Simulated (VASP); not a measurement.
A run of VASP 6.6.1 is set up as follows.

Contents of INCAR:

```
SYSTEM = SiGe
PREC = Accurate
ENCUT = 520
EDIFF = 1E-7
ISMEAR = 0
SIGMA = 0.03
LREAL = .False.
LASPH = .True.
NELM = 80
ALGO = Normal
ISIF = 2
LWAVE = .False.
LCHARG = .True.
GGA = PS
LELF = .True.
LVHAR = .True.
NBANDS = 26
```

The input KPOINTS:

```
Automatic mesh
0
Gamma
  12 12 6
  0 0 0
```

The input POSCAR:

```
SiGe
1.0
    3.9005968916      0.0000000000      0.0000000000
   -1.9502984458      3.3780159980      0.0000000000
    0.0000000000      0.0000000000      6.9588642111
Si Ge
2 2
Direct
    0.6666666667      0.3333333333      0.8745463420
    0.3333333333      0.6666666667      0.3745463420
    0.6666666667      0.3333333333      0.5004526580
    0.3333333333      0.6666666667      0.0004526580
```

Potentials or basis: VASP PAW PBE potentials, release 64 (Si, Ge_d).

Command:

```sh
$ cat potpaw_PBE.64/Si/POTCAR potpaw_PBE.64/Ge_d/POTCAR > POTCAR
$ mpirun -np 1 vasp_std > vasp.out
```

(1) Estimate the pressure.

(2) Predict the largest force.

## Answers

(1) -4.6 GPa.

(2) 0.340 eV/Å.

Caveat: the cell differs from its parent crystal (strain +0.000 along x and y, +0.080 along z); the PAW data sets were made with another functional, which shifts forces and pressure a little.
